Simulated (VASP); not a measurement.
Wanted: the native input for a VASP 6.6.1 run.

```
Task                   : single point
Functional             : PBE
Potentials or basis    : VASP PAW PBE potentials, release 64 (N, Ga_d, H)
Cutoff                 : 520 eV
k mesh                 : 8 × 8 × 1
Occupations            : gaussian, width 0.05 eV
Spin                   : collinear spin
Starting moments       : [0.0, 0.0, 0.0, 0.0, 0.0, 0.0, 1.0] μB
Dipole correction      : yes
Further INCAR settings : ALGO = Normal; EDIFF = 1e-06; NBANDS = 40; NELMDL = -8
```

The structure of Ga3HN3 lies in POSCAR:

```
Ga3HN3
1.0
    3.2165072845      0.0000000000      0.0000000000
    0.0000000000      3.2165072845      0.0000000000
    0.0000000000      0.0000000000     21.2198073008
N Ga H
3 3 1
Direct
    0.0000000000      0.5000000000      0.1885031256
    0.5000000000      0.0000000000      0.2956866679
    0.0000000000      0.5000000000      0.4029970648
    0.5000000000      0.5000000000      0.2420948967
    0.0000000000      0.0000000000      0.3470972837
    0.5000000000      0.5000000000      0.4580535140
    0.7500000000      0.5000000000      0.5231390038
```

The input as run:

INCAR

```
PREC = Accurate ; ENCUT = 520
EDIFF = 1E-6 ; ISMEAR = 0
SIGMA = 0.05 ; LREAL = False
LASPH = True ; NELM = 200
ALGO = Normal ; ISIF = 2
LWAVE = False ; LCHARG = False
ISPIN = 2 ; MAGMOM = 0 0 0 0 0 0 1
LORBIT = 11 ; LDIPOL = True
IDIPOL = 3 ; DIPOL = 0.5 0.5 0.351
GGA = PE ; NBANDS = 40
GGA_COMPAT = False ; NELMDL = -8
```

KPOINTS

```
regular mesh
0
Gamma
  8 8 1
```

Potentials or basis: VASP PAW PBE potentials, release 64 (N, Ga_d, H).

Command:

```bash
$ cat potpaw_PBE.64/N/POTCAR potpaw_PBE.64/Ga_d/POTCAR potpaw_PBE.64/H/POTCAR > POTCAR
$ mpirun -np 1 vasp_std > vasp.out
```

It gave:

```json
{
  "Largest force": "2.373 eV/Å",
  "Net moment": "-0.09 μB per cell",
  "Site moments": "N -0.06, -0.02, +0.00; Ga -0.01, -0.00, +0.00; H +0.00 μB",
  "Valence electrons inside the program's atomic spheres": "N 3.46, 3.72, 3.68; Ga 11.81, 11.80, 11.68; H 0.52"
}
```

Wall time 33 min on 1 thread of Oxide Virtual Turin-like Processor (shared host), peak memory 0.52 GiB.
